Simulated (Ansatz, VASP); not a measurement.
NiO2: VASP beside Ansatz

```
Ni O
1.0
     2.73044    0.00000    0.00000
    -1.36522    2.36463    0.00000
     0.00000    0.00000    5.16955
Ni O
1 2
Direct
  0.00000 0.00000 0.50000
  0.66667 0.33333 0.63738
  0.33333 0.66667 0.36262
```

Alike in both runs: task single point; functional PBEsol; k mesh 12 × 12 × 6; occupations gaussian, width 0.05 eV; no spin polarisation.

|  | VASP | Ansatz |
| --- | --- | --- |
| version | VASP 6.6.1 | Ansatz 0.2.0 |
| potentials or method | VASP PAW PBE potentials, release 64 (Ni_sv_GW, O), cutoff 700 eV | scalar-relativistic, plane waves, PAW |
| valence electrons in the cell | 30 | 30 |

Ansatz gave:

```
gap on the k mesh at the Fermi level (eV) : 1.04
least direct gap on the mesh (eV)         : 1.69
rms of the force components (eV/Å)        : 2.892
```

Question: What did VASP give for the same quantities?

Answer: gap on the k mesh at the Fermi level (eV): 1.03; least direct gap on the mesh (eV): 1.69; rms of the force components (eV/Å): 2.916.

VASP's potentials were made for PBE, not for PBEsol. Atom by atom the forces differ by 0.024 eV/Å (rms over components). The functional is the same, so the differences come from potentials, cutoffs and numerics.
